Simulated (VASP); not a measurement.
## SiC2: single point with PBE

SiC2:

```
CELL_PARAMETERS angstrom
2.08437 0.00000 0.00000
-1.04218 1.80511 0.00000
0.00000 0.00000 21.70052
ATOMIC_POSITIONS crystal
Si 0.33333 0.66667 0.50000
Si 0.66667 0.33333 0.50000
C 0.33333 0.66667 0.83333
C 0.33333 0.66667 0.16667
C 0.66667 0.33333 0.83333
C 0.66667 0.33333 0.16667
```

```yaml
Program: VASP 6.6.1
Task: single point
Functional: PBE
Potentials_or_basis: VASP PAW PBE potentials, release 64 (Si, C)
Cutoff: 520 eV
k_mesh: 12 × 12 × 1
Occupations: gaussian, width 0.1 eV
Spin: collinear spin, ferromagnetic start
Starting_moments: "[0.0, 0.0, 1.0, 1.0, 1.0, 1.0] μB"
Dipole_correction: no
Further_INCAR_settings: ALGO = Normal; EDIFF = 1e-06; NBANDS = 25
```

The pressure is 362.7 GPa. The band gap on the k mesh is zero (filled and empty bands overlap). The net moment is 0.00 μB per cell and the valence electrons inside the program's atomic spheres are Si 3.81; C 3.45.

Stress tensor (GPa, compression positive):
```
544.16   0.00   0.00
  0.00 544.16   0.00
  0.00   0.00  -0.13
```

Levels at points of the mesh, in eV from the Fermi level:
Spin up:
| k point | band 9 | band 10 | band 11 | band 12 | band 13 | band 14 | band 15 | band 16 |
| --- | --- | --- | --- | --- | --- | --- | --- | --- |
| (0.00, 0.00, 0.00) | -2.41 | -2.41 | -2.41 | 1.10 | 1.33 | 1.97 | 1.97 | 2.14 |
| (0.50, 0.00, 0.00) | -7.12 | -5.49 | -3.52 | -3.52 | 1.74 | 1.74 | 2.41 | 2.96 |
Spin down:
| k point | band 9 | band 10 | band 11 | band 12 | band 13 | band 14 | band 15 | band 16 |
| --- | --- | --- | --- | --- | --- | --- | --- | --- |
| (0.00, 0.00, 0.00) | -2.41 | -2.41 | -2.41 | 1.10 | 1.33 | 1.97 | 1.97 | 2.14 |
| (0.50, 0.00, 0.00) | -7.12 | -5.49 | -3.52 | -3.52 | 1.74 | 1.74 | 2.41 | 2.96 |

Wall time 2 min on 1 thread of AMD EPYC 7R43 64-Core Processor (Zen 3), with other jobs on the host, peak memory 0.21 GiB.
